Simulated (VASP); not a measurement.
A run of VASP 6.6.1:

File POSCAR:

```
BN
1.0
    0.0000000000      1.8130010000      1.8130010000
    1.8130010000      0.0000000000      1.8130010000
    1.8130010000      1.8130010000      0.0000000000
N B
1 1
Direct
    0.2500000000      0.2500000000      0.2500000000
    0.0000000000      0.0000000000      0.0000000000
```

The input INCAR.step1:

```
SYSTEM = BN
ALGO     = Normal         ! electronic algorithm
EDIFF    = 1E-5           ! SCF threshold, eV
ENCUT    = 520            ! plane-wave cutoff, eV
GGA      = PE             ! functional
ISIF     = 2              ! what is computed and relaxed
ISMEAR   = -1             ! smearing method
LASPH    = .True.         ! aspherical terms in the spheres
LCHARG   = .False.        ! write CHGCAR
LREAL    = .False.        ! projectors in reciprocal space
LWAVE    = .True.         ! write WAVECAR
NBANDS   = 11             ! bands
NELM     = 60             ! most SCF steps
PREC     = Accurate       ! precision mode
SIGMA    = 0.05           ! smearing width, eV
```

Contents of INCAR.step2:

```
SYSTEM = BN
ALGO     = Normal         ! electronic algorithm
EDIFF    = 1E-7           ! SCF threshold, eV
ENCUT    = 520            ! plane-wave cutoff, eV
GGA      = PE             ! functional
HFSCREEN = 0.2079         ! screening, 1/A
ISIF     = 2              ! what is computed and relaxed
ISMEAR   = -1             ! smearing method
ISTART   = 1            
LASPH    = .True.         ! aspherical terms in the spheres
LCHARG   = .False.        ! write CHGCAR
LHFCALC  = .True.         ! exact exchange
LREAL    = .False.        ! projectors in reciprocal space
LWAVE    = .False.        ! write WAVECAR
NBANDS   = 11             ! bands
NELM     = 60             ! most SCF steps
PREC     = Accurate       ! precision mode
PRECFOCK = Normal       
SIGMA    = 0.05           ! smearing width, eV
```

The input KPOINTS:

```
k-points
0
Gamma
  8 8 8
  0 0 0
```

Potentials or basis: VASP PAW PBE potentials, release 64 (N, B).

Launch:

```bash
$ cat potpaw_PBE.64/N/POTCAR potpaw_PBE.64/B/POTCAR > POTCAR
$ cp INCAR.step1 INCAR
$ mpirun -np 1 vasp_std > vasp.out
$ cp INCAR.step2 INCAR
$ mpirun -np 1 vasp_std > vasp.out
```

Hardware: 1 thread of AMD EPYC 9R45 96-Core Processor (Zen 5), with other jobs on the host.

**Question.** How long does it take, and how much memory?

**Answer.** Wall time 9 min on 1 thread of AMD EPYC 9R45 96-Core Processor (Zen 5), on a shared host, peak memory 0.2 GiB. Counts: k points 29.
